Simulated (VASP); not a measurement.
A run of VASP 6.6.1 is set up as follows.

INCAR

```
  PREC = Accurate
  ENCUT = 520
  EDIFF = 1E-6
  ISMEAR = 0
  SIGMA = 0.15
  LREAL = False
  LASPH = True
  NELM = 100
  ALGO = Normal
  ISIF = 2
  LWAVE = False
  LCHARG = False
  GGA = PS
  NBANDS = 16
```

File KPOINTS:

```
regular mesh
0
Gamma
  18 18 16
```

Contents of POSCAR:

```
TiO
1.0
    2.8816000000      0.0000000000      0.0000000000
   -1.4408000000      2.4955388035      0.0000000000
    0.0000000000      0.0000000000      3.1290000000
Ti O
1 1
Direct
    0.6666666667      0.3333333333      0.0000000000
    0.0000000000      0.0000000000      0.5000000000
```

Potentials or basis: VASP PAW PBE potentials, release 64 (Ti_sv, O).

Run with:

```bash
$ cat potpaw_PBE.64/Ti_sv/POTCAR potpaw_PBE.64/O/POTCAR > POTCAR
$ mpirun -np 1 vasp_std > vasp.out
```

Task: Predict the pressure.

Result: -31.0 GPa.

Stress tensor (GPa, compression positive):
```
-21.33   0.00   0.00
  0.00 -21.33   0.00
  0.00   0.00 -50.21
```

Caveat: the PAW data sets were made with another functional, which shifts forces and pressure a little.
